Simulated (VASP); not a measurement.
# NbTe: single point with revPBE+D4

The system is NbTe.

```xyz
2
Lattice="3.6307 0.0000 0.0000 -1.8153 3.1442 0.0000 0.0000 0.0000 3.6910" Properties=species:S:1:pos:R:3 pbc="T T T"
Te    1.8153    1.0481    0.0000
Nb    0.0000    0.0000    1.8455
```

| Quantity | Value |
| --- | --- |
| Program | VASP 6.6.1 |
| Task | single point |
| Functional | revPBE |
| Dispersion | D4 |
| Potentials or basis | VASP PAW PBE potentials, release 64 (Te, Nb_sv) |
| Cutoff | 520 eV |
| k mesh | 8 × 8 × 7 |
| Occupations | fermi-dirac, width 0.05 eV |
| Spin | no spin polarisation |

- Pressure: -0.3 GPa
- Band gap on the k mesh: zero (an odd number of electrons rules out a gap without spin polarisation)
- Dispersion energy per atom: -0.778 eV

Stress tensor (GPa, compression positive):
```
-0.27  0.00  0.00
 0.00 -0.27  0.00
 0.00  0.00 -0.39
```

Levels at points of the mesh, in eV from the Fermi level:
```tsv
k point	band 8	band 9	band 10	band 11	band 12	band 13
(0.00, 0.00, 0.00)	-3.13	-2.52	0.12	0.12	2.60	2.60
(0.50, 0.00, 0.00)	-2.80	-2.53	-0.24	1.36	1.70	3.08
```

Wall time 20 s on 1 thread of Intel(R) Xeon(R) Platinum 8488C (Sapphire Rapids), with other jobs on the host, peak memory 0.17 GiB.

Caveat: the PAW data sets were made with another functional, which shifts forces and pressure a little; spin-orbit coupling is left out, which moves the levels of the heavy elements.
